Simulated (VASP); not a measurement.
Wanted: the native input for a VASP 6.6.1 run.

```
Task                   : single point
Functional             : LDA
Potentials or basis    : VASP PAW LDA potentials, release 64 (Si, O_h)
Cutoff                 : 1340 eV
k mesh                 : 6 × 6 × 4
Occupations            : gaussian, width 0.02 eV
Spin                   : no spin polarisation
Dipole correction      : no
Further INCAR settings : ALGO = Normal; EDIFF = 1e-06; NBANDS = 44
```

The structure of SiO2 lies in POSCAR:

```
SiO2
1.0
    4.3598954246      0.0000000000      0.0000000000
   -2.1799477123      3.7757801956      0.0000000000
    0.0000000000      0.0000000000      8.2083219588
Si O
4 8
Direct
    0.6666666667      0.3333333333      0.9373472470
    0.6666666667      0.3333333333      0.5626527530
    0.3333333333      0.6666666667      0.0626527530
    0.3333333333      0.6666666667      0.4373472470
    0.0000000000      0.3189131841      0.0000000000
    0.3189131841      0.3189131841      0.5000000000
    0.6810868159      0.0000000000      0.5000000000
    0.6810868159      0.6810868159      0.0000000000
    0.0000000000      0.6810868159      0.5000000000
    0.6666666667      0.3333333333      0.7500000000
    0.3333333333      0.6666666667      0.2500000000
    0.3189131841      0.0000000000      0.0000000000
```

The input as run:

INCAR

```
PREC     = Accurate       # precision mode
ENCUT    = 1340           # plane-wave cutoff, eV
EDIFF    = 1E-6           # SCF threshold, eV
ISMEAR   = 0              # smearing method
SIGMA    = 0.02           # smearing width, eV
LREAL    = F              # projectors in reciprocal space
LASPH    = T              # aspherical terms in the spheres
NELM     = 120            # most SCF steps
ALGO     = Normal         # electronic algorithm
ISIF     = 2              # what is computed and relaxed
LWAVE    = F              # write WAVECAR
LCHARG   = F              # write CHGCAR
GGA      = CA             # functional
NBANDS   = 44             # bands
GGA_COMPAT= F
```

KPOINTS

```
Automatic mesh
0
Gamma
  6 6 4
```

Potentials or basis: VASP PAW LDA potentials, release 64 (Si, O_h).

Run with:

```bash
$ cat potpaw_LDA.64/Si/POTCAR potpaw_LDA.64/O_h/POTCAR > POTCAR
$ mpirun -np 1 vasp_std > vasp.out
```

Results of the run:

| Item | Value |
| --- | --- |
| Pressure | 30.4 GPa |
| Largest force | 0.060 eV/Å |
| Band gap on the k mesh | 5.62 eV (least direct gap 5.79 eV) |

Caveat: the cell stands under pressure.

Run time: 8.7 min on 1 thread of Intel(R) Xeon(R) Platinum 8375C CPU @ 2.90GHz (Ice Lake) (shared host), peak memory 0.67 GiB.
